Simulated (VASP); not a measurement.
# Ti2GaS3 (P-6m2) in VASP: further runs

The runs below take Ti2GaS3 through relaxation of shape and atoms at fixed volume, relaxation of cell and atoms, with PBE.

Program: VASP 6.6.1. These are calculated values, not measurements. Logs are shortened: lines on timing, memory, paths and dates and some standing lists are left out, and cuts for length are marked.

## Step 1: The cell of the first run

It takes space group P-6m2 (No. 187, hexagonal). Conventional cell: a = 3.196 Å, b = 3.196 Å, c = 10.310 Å, α = 90.00°, β = 90.00°, γ = 120.00°. Ti (site symmetry 3m) has 6 S at 2.37 to 2.44 Å within 3.1 Å. Ga (site symmetry -6m2) has 6 S at 2.78 Å and 6 Ga at 3.20 Å and 2 Ti at 3.56 Å within 3.7 Å. Within 3.1 Å of S (site symmetry 3m) lie 3 Ti at 2.37 Å and 3 Ga at 2.78 Å and 1 S at 3.08 Å. S (site symmetry -6m2) has 6 Ti at 2.44 Å and 8 S at 3.08 to 3.20 Å within 3.2 Å.

## Step 2: Relaxation of shape and atoms at fixed volume, PBE (volume scaled by 0.88)

INCAR reads:

```
ALGO = Normal
EDIFF = 1E-6
EDIFFG = -0.01
ENCUT = 600
GGA = PE
IBRION = 2
ISIF = 4
ISMEAR = 0
LASPH = T
LCHARG = F
LREAL = F
LWAVE = F
NELM = 100
NSW = 50
PREC = Accurate
SIGMA = 0.1
```

KPOINTS reads:

```
k-points
0
Gamma
  12 12 4
```

POSCAR reads:

```
Ti2GaS3
1.0
    3.1961555045      0.0000000000      0.0000000000
   -1.5980777523      2.7679518614      0.0000000000
    0.0000000000      0.0000000000     10.3101493624
Ti Ga S
2 1 3
Direct
    0.0000000000      0.0000000000      0.3455164230
    0.0000000000      0.0000000000      0.6544835770
    0.0000000000      0.0000000000      0.0000000000
    0.3333333333      0.6666666667      0.2011561264
    0.3333333333      0.6666666667      0.5000000000
    0.3333333333      0.6666666667      0.7988438736
```

Potentials or basis: VASP PAW PBE potentials, release 64 (Ti_sv, Ga_d, S).

Run with:

```bash
$ cat potpaw_PBE.64/Ti_sv/POTCAR potpaw_PBE.64/Ga_d/POTCAR potpaw_PBE.64/S/POTCAR > POTCAR
$ mpirun -np 1 vasp_std > vasp.out
```

OUTCAR:

```text
EDIFF = 1E-6
   EDIFFG = -0.01
   ENCUT = 600
   GGA = PE
   IBRION = 2
   ISIF = 4
   ISMEAR = 0
   LASPH = T
   LREAL = F
   NELM = 100
   NSW = 50
   PREC = Accurate

 ion  position               nearest neighbor table
   1  0.000  0.000  0.346-   4 2.37   4 2.37   4 2.37   5 2.44   5 2.44   5 2.44
   2  0.000  0.000  0.654-   6 2.37   6 2.37   6 2.37   5 2.44   5 2.44   5 2.44
   3  0.000  0.000  0.000-   4 2.78   6 2.78   4 2.78   6 2.78   4 2.78   6 2.78
   4  0.333  0.667  0.201-   1 2.37   1 2.37   1 2.37   3 2.78   3 2.78   3 2.78
   5  0.333  0.667  0.500-   1 2.44   2 2.44   1 2.44   2 2.44   1 2.44   2 2.44
   6  0.333  0.667  0.799-   2 2.37   2 2.37   2 2.37   3 2.78   3 2.78   3 2.78

  LATTYP: Found a hexagonal cell.
 ALAT       =     3.1961555045
 C/A-ratio  =     3.2257971641

  Lattice vectors:

 A1 = (   3.1961555045,   0.0000000000,   0.0000000000)
 A2 = (  -1.5980777523,   2.7679518614,   0.0000000000)
 A3 = (   0.0000000000,   0.0000000000,  10.3101493624)

Analysis of symmetry for initial positions (statically):
=====================================================================
 Subroutine PRICEL returns:
 Original cell was already a primitive cell.

 Routine SETGRP: Setting up the symmetry group for a
 hexagonal supercell.

 Subroutine GETGRP returns: Found 12 space group operations
 (whereof 12 operations were pure point group operations)
 out of a pool of 24 trial point group operations.

The static configuration has the point symmetry D_3h.

Analysis of symmetry for dynamics (positions and initial velocities):
=====================================================================
 Subroutine PRICEL returns:
 Original cell was already a primitive cell.

 Routine SETGRP: Setting up the symmetry group for a
 hexagonal supercell.

 Subroutine GETGRP returns: Found 12 space group operations
 (whereof 12 operations were pure point group operations)
 out of a pool of 24 trial point group operations.

The dynamic configuration has the point symmetry D_3h.

 Subroutine INISYM returns: Found 12 space group operations
 (whereof 12 operations are pure point group operations),
 and found     1 'primitive' translations

----------------------------------------------------------------------------------------

                                     Primitive cell

  volume of cell :      91.2119

  direct lattice vectors                    reciprocal lattice vectors
     3.196155505  0.000000000  0.000000000     0.312875891  0.180638980  0.000000000
    -1.598077752  2.767951861  0.000000000     0.000000000  0.361277959  0.000000000
     0.000000000  0.000000000 10.310149362     0.000000000  0.000000000  0.096991805

  length of vectors
     3.196155505  3.196155505 10.310149362     0.361277959  0.361277959  0.096991805

  position of ions in fractional coordinates (direct lattice)
     0.000000000  0.000000000  0.345516423
     0.000000000  0.000000000  0.654483577
     0.000000000  0.000000000  0.000000000
     0.333333333  0.666666667  0.201156126
     0.333333333  0.666666667  0.500000000
     0.333333333  0.666666667  0.798843874

  ion indices of the primitive-cell ions
   primitive index   ion index
                 1           1
                 2           2
                 3           3
                 4           4
                 5           5
                 6           6

----------------------------------------------------------------------------------------

 KPOINTS: k-points

Automatic generation of k-mesh.
 Grid dimensions read from file:
 generate k-points for:   12   12    4

 Generating k-lattice:

  Cartesian coordinates                     Fractional coordinates (reciprocal lattice)
     0.026072991  0.015053248  0.000000000     0.083333333  0.000000000  0.000000000
     0.000000000  0.030106497  0.000000000     0.000000000  0.083333333  0.000000000
     0.000000000  0.000000000  0.024247951     0.000000000  0.000000000  0.250000000

  Length of vectors
     0.030106497  0.030106497  0.024247951

  Shift w.r.t. Gamma in fractional coordinates (k-lattice)
     0.000000000  0.000000000  0.000000000

 Subroutine IBZKPT returns following result:
 ===========================================

 Found     57 irreducible k-points:

 Following reciprocal coordinates:
            Coordinates               Weight
  0.000000  0.000000  0.000000      1.000000
  0.083333  0.000000  0.000000      6.000000
  0.166667 -0.000000  0.000000      6.000000
  0.250000 -0.000000  0.000000      6.000000
  0.333333  0.000000  0.000000      6.000000
  0.416667 -0.000000  0.000000      6.000000
[... 16 lines left out ...]
  0.250000 -0.000000  0.250000     12.000000
  0.333333  0.000000  0.250000     12.000000
 [... further k-points ...]
   k-points           NKPTS =     57   k-points in BZ     NKDIM =     57   number of bands    NBANDS=     33
   number of dos      NEDOS =    301   number of ions     NIONS =      6
   total plane-waves  NPLWV =  65856
   dimension x,y,z NGX =    28 NGY =   28 NGZ =   84
   dimension x,y,z NGXF=    56 NGYF=   56 NGZF=  168
   ions per type =               2   1   3
   NGX,Y,Z   is equivalent  to a cutoff of  14.56, 14.56, 13.54 a.u.
   NGXF,Y,Z  is equivalent  to a cutoff of  29.13, 29.13, 27.09 a.u.
 SYSTEM =  unknown system
   PREC   = accura    normal or accurate (medium, high low for compatibility)
   ISTART =      0    job   : 0-new  1-cont  2-samecut
   ICHARG =      2    charge: 1-file 2-atom 10-const
   ISPIN  =      1    spin polarized calculation?
   LNONCOLLINEAR =      F non collinear calculations
   LSORBIT =      F    spin-orbit coupling
   LASPH  =      T    aspherical Exc in radial PAW
   ENCUT  =  600.0 eV  44.10 Ry    6.64 a.u.   6.38  6.38 20.59*2*pi/ulx,y,z
   NELM   =    100;   NELMIN=  2; NELMDL= -5     # of ELM steps
   EDIFF  = 0.1E-05   stopping-criterion for ELM
   LREAL  =      F    real-space projection
   EDIFFG = -.1E-01   stopping-criterion for IOM
   NSW    =     50    number of steps for IOM
   IBRION =      2    ionic relax: 0-MD 1-quasi-New 2-CG
   NFREE  =      1    steps in history (QN), initial steepest desc. (CG)
   ISIF   =      4    stress and relaxation
   ISYM   =      2    0-nonsym 1-usesym 2-fastsym
   POTIM  = 0.5000    time-step for ionic-motion
   TEBEG  =    0.0;   TEEND  =   0.0 temperature during run
   PSTRESS=    0.0 pullay stress
   NELECT =      55.0000    total number of electrons
   NUPDOWN=      -1.0000    fix difference up-down
   EMIN   =  10.00;   EMAX   =-10.00  energy-range for DOS
   EFERMI =   0.00;   METHOD = LEGACY
   ISMEAR =     0;   SIGMA  =   0.10  broadening in eV -4-tet -1-fermi 0-gaus
   EFERMI_NEDOS =   21; number of points for ismear=-14 and -15
   IALGO  =     38    algorithm
   IMIX   =      4    mixing-type and parameters
     AMIX     =   0.40;   BMIX     =  1.00
     AMIX_MAG =   1.60;   BMIX_MAG =  1.00
  volume/ion in A,a.u.               =      15.20       102.59
  Fermi-wavevector in a.u.,A,eV,Ry     =   1.383074  2.613630 26.026480  1.912892
  Thomas-Fermi vector in A             =   2.507705
   LORBIT       =      0    0 simple, 1 ext, 2 COOP (PROOUT), +10 PAW based schemes
   GGA     = PE    functional components
   LHFCALC =     F    Hartree Fock is set to
   AEXX    =    0.0000 exact exchange contribution
   IVDW    =     0    specifies the selected vdW correction
   LEPSILON=     F    determine dielectric tensor
   LRPA    =     F    only Hartree local field effects (RPA)
 conjugate gradient relaxation of ions
 non-spin polarized calculation
 Gauss-broadening in eV      SIGMA  =   0.10
  energy-cutoff  :      600.00
  volume of cell :       91.21
 maximum number of plane-waves:      3081
 NGX is ok and might be reduce to    28
   NGX = 13   NGY = 13   NGZ = 41

--------------------------------------- Ionic step        1  -------------------------------------------

 number of electron      54.9999989 magnetization

 Free energy of the ion-electron system (eV)
  ---------------------------------------------------
  ext. energy  EPLUGINS =         0.00000000
  ---------------------------------------------------
  free energy    TOTEN  =       -37.14047032 eV

  energy without entropy =      -37.11948250  energy(sigma->0) =      -37.12997641

------------------------ aborting loop because EDIFF is reached ----------------------------------------

  FORCE on cell =-STRESS in cart. coord.  units (eV):
  Direction    XX          YY          ZZ          XY          YZ          ZX
  --------------------------------------------------------------------------------------
  -------------------------------------------------------------------------------------
  Total        7.0647641      7.0647641      7.6936537     -0.0000000      0.0000000      0.0000000
  in kB      124.0957353    124.0957353    135.1424622     -0.0000000      0.0000000      0.0000000
  external PRESSURE =     127.7779776 kB  Pullay stress =       0.0000000 kB

 VOLUME and BASIS-vectors are now :
 -----------------------------------------------------------------------------
  energy-cutoff  :      600.00
  volume of cell :       91.21
      direct lattice vectors                 reciprocal lattice vectors
     3.196155505  0.000000000  0.000000000     0.312875891  0.180638980  0.000000000
    -1.598077752  2.767951861  0.000000000     0.000000000  0.361277959  0.000000000
     0.000000000  0.000000000 10.310149362     0.000000000  0.000000000  0.096991805
[... 161 lines left out ...]
 POSITION                                       TOTAL-FORCE (eV/Angst)
 -----------------------------------------------------------------------------------
      0.00000      0.00000      3.55295         0.000000      0.000000      0.034995
      3.19504     -0.00000      6.76439        -0.000000     -0.000000     -0.034995
      0.00000     -0.00000      0.00000         0.000000     -0.000000     -0.000000
     -0.00000      1.84466      2.04191        -0.000000     -0.000000     -0.018439
     -0.00000      1.84466      5.15867        -0.000000     -0.000000     -0.000000
     -0.00000      1.84466      8.27543         0.000000      0.000000      0.018439
 -----------------------------------------------------------------------------------
    total drift:                                0.000000     -0.000000      0.000000

  FREE ENERGIE OF THE ION-ELECTRON SYSTEM (eV)
  ---------------------------------------------------
  free  energy   TOTEN  =       -37.1505811849 eV

  energy  without entropy=      -37.1288660265  energy(sigma->0) =      -37.13972361

--------------------------------------- Ionic step        6  -------------------------------------------

 number of electron      54.9999990 magnetization

 Free energy of the ion-electron system (eV)
  ---------------------------------------------------
  ext. energy  EPLUGINS =         0.00000000
  ---------------------------------------------------
  free energy    TOTEN  =       -37.15089247 eV

  energy without entropy =      -37.12921257  energy(sigma->0) =      -37.14005252

 E-fermi :   8.6432     XC(G=0): -11.5730

 val. band max:        8.6267124835   @ k =   0.3333   0.2500   0.2500
 cond. band min:       8.6532854847   @ k =   0.1667   0.0833   0.2500
 fundamental gap:      0.0265730011
 Fermi energy:         8.6431732000

 k-point     1 :       0.0000    0.0000    0.0000
  band No.  band energies     occupation
      1     -48.1300      2.00000
      2     -48.1220      2.00000
      3     -24.5462      2.00000
      4     -24.4403      2.00000
      5     -24.3052      2.00000
      6     -24.3052      2.00000
[... 853 lines left out ...]
     32      11.0079      0.00000
     33      11.3383      0.00000

 [... further k-points ...]

------------------------ aborting loop because EDIFF is reached ----------------------------------------

  FORCE on cell =-STRESS in cart. coord.  units (eV):
  Direction    XX          YY          ZZ          XY          YZ          ZX
  --------------------------------------------------------------------------------------
  -------------------------------------------------------------------------------------
  Total        6.6805183      6.6805183      6.6604686     -0.0000000      0.0000000     -0.0000000
  in kB      117.3462863    117.3462863    116.9941043     -0.0000000      0.0000000     -0.0000000
  external PRESSURE =     117.2288923 kB  Pullay stress =       0.0000000 kB

 VOLUME and BASIS-vectors are now :
 -----------------------------------------------------------------------------
  energy-cutoff  :      600.00
  volume of cell :       91.21
      direct lattice vectors                 reciprocal lattice vectors
     3.197852464 -0.000000000  0.000000000     0.312709861  0.180543123 -0.000000000
    -1.598926232  2.769421471  0.000000000     0.000000000  0.361086245 -0.000000000
     0.000000000  0.000000000 10.299209982    -0.000000000 -0.000000000  0.097094826

 POSITION                                       TOTAL-FORCE (eV/Angst)
 -----------------------------------------------------------------------------------
     -1.59893      2.76942      3.54786         0.000000     -0.000000      0.000088
      0.00000      0.00000      6.75135        -0.000000      0.000000     -0.000088
     -1.59893      2.76942     10.29921        -0.000000      0.000000      0.000000
     -0.00000      1.84628      2.03581        -0.000000     -0.000000     -0.002235
     -0.00000      1.84628      5.14960         0.000000      0.000000      0.000000
     -0.00000      1.84628      8.26340         0.000000      0.000000      0.002235
 -----------------------------------------------------------------------------------
    total drift:                                0.000000     -0.000000      0.000000

  FREE ENERGIE OF THE ION-ELECTRON SYSTEM (eV)
  ---------------------------------------------------
  free  energy   TOTEN  =       -37.1508924704 eV

  energy  without entropy=      -37.1292125678  energy(sigma->0) =      -37.14005252

 reached required accuracy - stopping structural energy minimisation
```

It took 17 min on 1 thread of Oxide Virtual Turin-like, shared host; peak memory 0.35 GiB.

What came out:

| Property | Result |
| --- | --- |
| Free energy | -37.1509 eV |
| Energy gained by relaxing | 1.7 meV/atom |
| Ionic steps | 6 |
| Pressure after relaxing | 11.7 GPa |

Forces on the atoms (eV/Å):
```
Ti   0.000  0.000  0.000
Ti   0.000  0.000  0.000
Ga   0.000  0.000  0.000
S    0.000  0.000 -0.002
S    0.000  0.000  0.000
S    0.000  0.000  0.002
```

Step by step:
| step | energy change (eV) | largest force (eV/Å) | pressure (GPa) | volume (Å³) |
| --- | --- | --- | --- | --- |
| 1 | 0.0000 | 0.3267 | 12.78 | 91.21 |
| 2 | -0.0062 | 0.1479 | 12.16 | 91.21 |
| 3 | -0.0063 | 0.1361 | 12.20 | 91.21 |
| 4 | -0.0085 | 0.0759 | 12.05 | 91.21 |
| 5 | -0.0101 | 0.0350 | 11.78 | 91.21 |
| 6 | -0.0104 | 0.0022 | 11.72 | 91.21 |

Final structure:
```yaml
crystal:
  lattice:
    - [3.19785, 0.00000, 0.00000]
    - [-1.59893, 2.76942, 0.00000]
    - [0.00000, 0.00000, 10.29921]
  atoms:
    - { symbol: Ti, position: [0.00000, 0.00000, 0.34448] }
    - { symbol: Ti, position: [0.00000, 0.00000, 0.65552] }
    - { symbol: Ga, position: [0.00000, 0.00000, 0.00000] }
    - { symbol: S, position: [0.33333, 0.66667, 0.19767] }
    - { symbol: S, position: [0.33333, 0.66667, 0.50000] }
    - { symbol: S, position: [0.33333, 0.66667, 0.80233] }
```

Caveat: the cell differs from its parent crystal (volume scaled by 0.88).

## Step 3: Relaxation of cell and atoms, PBE

This run uses another cell than the first one, of 17.27 Å³/atom, 1.136 times its volume.

INCAR reads:

```
SYSTEM = Ti2GaS3
  ALGO = Normal
  EDIFF = 1E-7
  EDIFFG = -0.001
  ENCUT = 600
  GGA = PE
  IBRION = 2
  ISIF = 3
  ISMEAR = 0
  LASPH = .TRUE.
  LCHARG = .FALSE.
  LREAL = .FALSE.
  LWAVE = .FALSE.
  NELM = 80
  NSW = 80
  PREC = Accurate
  SIGMA = 0.1
```

KPOINTS reads:

```
k-points
0
G
  12 12 4
  0 0 0
```

POSCAR reads:

```
Ti2GaS3
1.0
    3.3253834921      0.0000000000      0.0000000000
   -1.6626917460      2.8798665815      0.0000000000
    0.0000000000      0.0000000000     10.8231733408
Ti Ga S
2 1 3
Direct
    0.0000000000      0.0000000000      0.3485740472
    0.0000000000      0.0000000000      0.6514259528
    0.0000000000      0.0000000000      0.0000000000
    0.3333333333      0.6666666667      0.2112835351
    0.3333333333      0.6666666667      0.5000000000
    0.3333333333      0.6666666667      0.7887164649
```

Potentials or basis: VASP PAW PBE potentials, release 64 (Ti_sv, Ga_d, S).

Run with:

```bash
$ cat potpaw_PBE.64/Ti_sv/POTCAR potpaw_PBE.64/Ga_d/POTCAR potpaw_PBE.64/S/POTCAR > POTCAR
$ mpirun -np 1 vasp_std > vasp.out
```

Run time: 17 min. Hardware: 1 thread of Oxide Virtual Turin-like, shared host; peak memory 0.38 GiB.

It converged, with:

```
Free energy               : -37.5642 eV
Energy gained by relaxing : 0.0 meV/atom
Ionic steps               : 4
Pressure after relaxing   : 0.0 GPa
```

Final structure:
```
Ti Ga S
1.0
     3.32541    0.00000    0.00000
    -1.66270    2.87989    0.00000
     0.00000    0.00000   10.82405
Ti Ga S
2 1 3
Direct
  0.00000 0.00000 0.34863
  0.00000 0.00000 0.65137
  0.00000 0.00000 0.00000
  0.33333 0.66667 0.21124
  0.33333 0.66667 0.50000
  0.33333 0.66667 0.78876
```

Levels at points of the mesh, in eV from the Fermi level:
| k point | band 25 | band 26 | band 27 | band 28 | band 29 | band 30 | band 31 | band 32 |
| --- | --- | --- | --- | --- | --- | --- | --- | --- |
| (0.00, 0.00, 0.00) | -1.69 | -1.69 | 0.70 | 0.70 | 0.74 | 1.23 | 2.10 | 2.10 |
| (0.50, 0.00, 0.00) | -2.35 | -2.14 | -0.98 | -0.18 | 0.86 | 1.83 | 2.16 | 2.18 |
| (0.00, 0.00, 0.50) | -1.67 | -0.80 | -0.24 | 0.69 | 0.69 | 1.60 | 2.13 | 2.13 |
| (0.50, 0.00, 0.50) | -2.42 | -2.07 | -0.66 | -0.36 | 1.02 | 1.81 | 1.94 | 2.18 |
